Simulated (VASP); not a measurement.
TlBr, 2 atoms in the cell. Symmetry: Pm-3m, No. 221, cubic system. The conventional cell has a = 3.995 Å, b = 3.995 Å, c = 3.995 Å, α = 90.00°, β = 90.00°, γ = 90.00°. Tl (site symmetry m-3m) has 8 Br at 3.46 Å and 6 Tl at 3.99 Å within 4.5 Å. Br (site symmetry m-3m) has 8 Tl at 3.46 Å and 6 Br at 3.99 Å within 4.5 Å. 

* Program: VASP 6.6.1
* Task: single point
* Functional: PBE
* Potentials or basis: VASP PAW PBE potentials, release 64 (Tl_d, Br)
* Cutoff: 500 eV
* k mesh: 4 × 4 × 4
* Occupations: gaussian, width 0.01 eV
* Spin: no spin polarisation
* Dipole correction: no
* Further INCAR settings: ALGO = Normal; EDIFF = 1e-06; NBANDS = 17

Potentials or basis: VASP PAW PBE potentials, release 64 (Tl_d, Br).

Launch:

```sh
$ cat potpaw_PBE.64/Tl_d/POTCAR potpaw_PBE.64/Br/POTCAR > POTCAR
$ mpirun -np 1 vasp_std > vasp.out
```

Hardware: 1 thread of AMD EPYC 7R13 Processor (Zen 3) (shared host).

Task: Estimate the wall time of this run.

Result: Run time: 9.7 s on 1 thread of AMD EPYC 7R13 Processor (Zen 3), on a shared host, peak memory 0.14 GiB. Counts: scf iterations 12, k points 10.
